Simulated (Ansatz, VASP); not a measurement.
# Al3Cu2 in VASP and in Ansatz

```
Al Cu
1.0
     4.09195    0.00000    0.00000
    -2.04598    3.54373    0.00000
     0.00000    0.00000    4.99278
Al Cu
3 2
Direct
  0.00000 0.00000 0.00000
  0.33333 0.66667 0.34993
  0.66667 0.33333 0.65007
  0.33333 0.66667 0.83951
  0.66231 0.32067 0.15639
```

Alike in both runs: task single point; functional PBEsol; k mesh 9 × 9 × 8; occupations gaussian, width 0.05 eV; no spin polarisation.

|  | VASP | Ansatz |
| --- | --- | --- |
| version | VASP 6.6.1 | Ansatz 0.2.0 |
| potentials or method | VASP PAW PBE potentials, release 64 (Al, Cu), cutoff 520 eV | scalar-relativistic, plane waves, PAW |
| valence electrons in the cell | 31 | 47 |

VASP gave:

```
gap on the k mesh at the Fermi level (eV)                     : none
pressure (GPa)                                                : 0.6
traceless stress, the component that is largest in VASP (GPa) : -0.17
rms of the force components (eV/Å)                            : 0.096
```

Problem. Estimate Ansatz's values.

Solution. gap on the k mesh at the Fermi level (eV): none; pressure (GPa): 0.1; traceless stress, the component that is largest in VASP (GPa): -0.18; rms of the force components (eV/Å): 0.095.

VASP's potentials were made for PBE, not for PBEsol. Atom by atom the forces differ by 0.002 eV/Å (rms over components). A gap of «none» marks a metal or a gap that the smearing closes. VASP's potentials hold 31 valence electrons a cell and Ansatz's 47, so a difference there can come from the potentials and not from the codes.
